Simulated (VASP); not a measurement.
A run of VASP 6.6.1:

The input INCAR:

```
SYSTEM = Ni
PREC     = Accurate       ! precision mode
ENCUT    = 520            ! plane-wave cutoff, eV
EDIFF    = 1E-6           ! SCF threshold, eV
ISMEAR   = -1             ! smearing method
SIGMA    = 0.05           ! smearing width, eV
LREAL    = .FALSE.        ! projectors in reciprocal space
LASPH    = .TRUE.         ! aspherical terms in the spheres
NELM     = 150            ! most SCF steps
ALGO     = Normal         ! electronic algorithm
ISIF     = 2              ! what is computed and relaxed
LWAVE    = .FALSE.        ! write WAVECAR
LCHARG   = .FALSE.        ! write CHGCAR
ISPIN    = 2              ! spin polarisation
MAGMOM   = 2 2            ! initial moments
LORBIT   = 11             ! projections on sites
LMAXMIX  = 4              ! l up to which the mixer works
GGA      = PE             ! functional
NBANDS   = 21             ! bands
```

Contents of KPOINTS:

```
Automatic mesh
0
G
  13 13 13
  0 0 0
```

File POSCAR:

```
Ni
1.0
    3.4500000000      1.7250000000      1.7250000000
    1.7250000000      3.4500000000      1.7250000000
    1.7250000000      1.7250000000      3.4500000000
Ni
2
Direct
    0.0000000000      0.0000000000      0.0000000000
    0.5000000000      0.5000000000      0.5000000000
```

Potentials or basis: VASP PAW PBE potentials, release 64 (Ni).

Launch:

```bash
$ cat potpaw_PBE.64/Ni/POTCAR > POTCAR
$ mpirun -np 1 vasp_std > vasp.out
```

Hardware: 1 thread of Intel(R) Xeon(R) 6975P-C (Granite Rapids), with other jobs on the host.

Q: Estimate the wall time of this run.

A: Wall time 100 s on 1 thread of Intel(R) Xeon(R) 6975P-C (Granite Rapids), with other jobs on the host, peak memory 0.3 GiB. Counts: scf iterations 13, k points 231.
